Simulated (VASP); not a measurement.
A run of VASP 6.6.1 is set up as follows.

The input INCAR:

```
SYSTEM = InSb
PREC = Accurate ; ENCUT = 520
EDIFF = 1E-6 ; ISMEAR = 0
SIGMA = 0.15 ; LREAL = .False.
LASPH = .True. ; NELM = 60
ALGO = Normal ; ISIF = 2
LWAVE = .False. ; LCHARG = .True.
GGA = PS ; LELF = .True.
LVHAR = .True. ; NBANDS = 16
```

File KPOINTS:

```
Automatic mesh
0
Gamma
  14 14 14
  0 0 0
```

The input POSCAR:

```
InSb
1.0
    0.0000000000      2.9198373500      2.9966751750
    2.9198373500      0.0000000000      2.9966751750
    2.9198373500      2.9198373500      0.0000000000
In Sb
1 1
Direct
    0.0000000000      0.0000000000      0.0000000000
    0.5000000000      0.5000000000      0.5000000000
```

Potentials or basis: VASP PAW PBE potentials, release 64 (In_d, Sb).

Run with:

```console
$ cat potpaw_PBE.64/In_d/POTCAR potpaw_PBE.64/Sb/POTCAR > POTCAR
$ mpirun -np 1 vasp_std > vasp.out
```

Question: What does it give for the pressure?

Answer: 5.1 GPa.

Question: What does it give for the band gap on the k mesh?

Answer: Zero (bands 9 and 10 overlap by 3.16 eV).

Stress tensor (GPa, compression positive):
```
6.15 0.00 0.00
0.00 6.15 0.00
0.00 0.00 3.06
```

Caveat: the cell differs from its parent crystal (strain -0.050 along x and y, -0.025 along z); the cell stands under pressure; the PAW data sets were made with another functional, which shifts forces and pressure a little; spin-orbit coupling is left out, which moves the levels of the heavy elements.
